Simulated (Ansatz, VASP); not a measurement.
# CdS: VASP beside Ansatz

File POSCAR:

```
CdS
1.0
    4.0314292233      0.0000000000      0.0000000000
   -2.0157146117      3.4913201210      0.0000000000
    0.0000000000      0.0000000000      6.4115500000
Cd S
2 2
Direct
    0.3333333333      0.6666666667      0.0000000000
    0.6666666667      0.3333333333      0.5000000000
    0.3333333333      0.6666666667      0.3850000000
    0.6666666667      0.3333333333      0.8850000000
```

The input INCAR.step1:

```
  PREC = Accurate
  ENCUT = 520
  ISMEAR = 0
  SIGMA = 0.05
  LREAL = F
  LASPH = T
  NELM = 80
  NBANDS = 26
  GGA = PE
  ALGO = Normal
  EDIFF = 1E-4
  LWAVE = T
  LCHARG = F
```

The input INCAR.step2:

```
  PREC = Accurate
  ENCUT = 520
  EDIFF = 1E-7
  ISMEAR = 0
  SIGMA = 0.05
  LREAL = F
  LASPH = T
  NELM = 80
  ALGO = Normal
  ISIF = 2
  LWAVE = F
  LCHARG = F
  METAGGA = R2SCAN
  LMIXTAU = T
  NBANDS = 26
  ISTART = 1
```

KPOINTS

```
regular mesh
0
Gamma
  12 12 4
```

Input for Ansatz:

```yaml
crystal:
  lattice:
    - [4.0314292233, 0.0, 0.0]
    - [-2.0157146117, 3.491320121, 0.0]
    - [0.0, 0.0, 6.41155]
  atoms:
    - { symbol: Cd, position: [0.3333333333, 0.6666666667, 0.0] }
    - { symbol: Cd, position: [0.6666666667, 0.3333333333, 0.5] }
    - { symbol: S, position: [0.3333333333, 0.6666666667, 0.385] }
    - { symbol: S, position: [0.6666666667, 0.3333333333, 0.885] }
basis:
  ecutwfc: 500
kpoints:
  mp_grid: { grid: [12, 12, 4] }
hamiltonian:
  xc: r2scan
scf:
  occupations: { method: gaussian, width: 0.05 }
output:
  forces: true
  stress: true
  eigenvalues: true
  write_density: true
  write_potential: true
  elf: true
  volumetric_format: npy
```

Change from the starting cell: strain -0.025 along x and y, -0.050 along z, atoms carried along.

Alike in both runs: task single point; functional r2SCAN; k mesh 12 × 12 × 4; occupations gaussian, width 0.05 eV; no spin polarisation.

|  | VASP | Ansatz |
| --- | --- | --- |
| version | VASP 6.6.1 | Ansatz 0.2.0 |
| potentials or method | VASP PAW PBE potentials, release 64 (Cd, S), cutoff 520 eV | scalar-relativistic, plane waves, PAW |
| valence electrons in the cell | 36 | 52 |

Ansatz gave:

```
gap on the k mesh at the Fermi level (eV)                     : 1.96
least direct gap on the mesh (eV)                             : 1.96
pressure (GPa)                                                : 9.3
traceless stress, the component that is largest in VASP (GPa) : -0.09
rms of the force components (eV/Å)                            : 0.046
```

Q: Which values does VASP return?

A: gap on the k mesh at the Fermi level (eV): 1.96; least direct gap on the mesh (eV): 1.96; pressure (GPa): 9.8; traceless stress, the component that is largest in VASP (GPa): -0.10; rms of the force components (eV/Å): 0.047.

VASP's potentials were made for PBE, not for r2SCAN. Atom by atom the forces differ by 0.001 eV/Å (rms over components). With one functional, cell and mesh, what is left measures potentials, basis and numerics. VASP's potentials hold 36 valence electrons a cell and Ansatz's 52, so a difference there can come from the potentials and not from the codes.
